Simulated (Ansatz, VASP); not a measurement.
Two plane-wave programs on C

```
C
1.0
     1.82697    0.00000    0.00000
     0.00000    1.82697    0.00000
     0.00000    0.00000    1.82697
C
1
Direct
  0.00000 0.00000 0.00000
```

Alike in both runs: task single point; functional BLYP; k mesh 19 × 19 × 19; occupations fermi-dirac, width 0.1 eV; no spin polarisation.

```csv
,VASP,Ansatz
version,VASP 6.6.1,Ansatz 0.2.0
potentials or method,"VASP PAW PBE potentials, release 64 (C), cutoff 520 eV","plane waves (420 eV) with PAW, scalar-relativistic"
valence electrons in the cell,4,4
```

Ansatz gave:

| Item | Value |
| --- | --- |
| pressure (GPa) | -10.4 |

Problem. What did VASP give for the same quantities?

Solution. Pressure (GPa): -10.2.

VASP's potentials were made for PBE, not for BLYP.
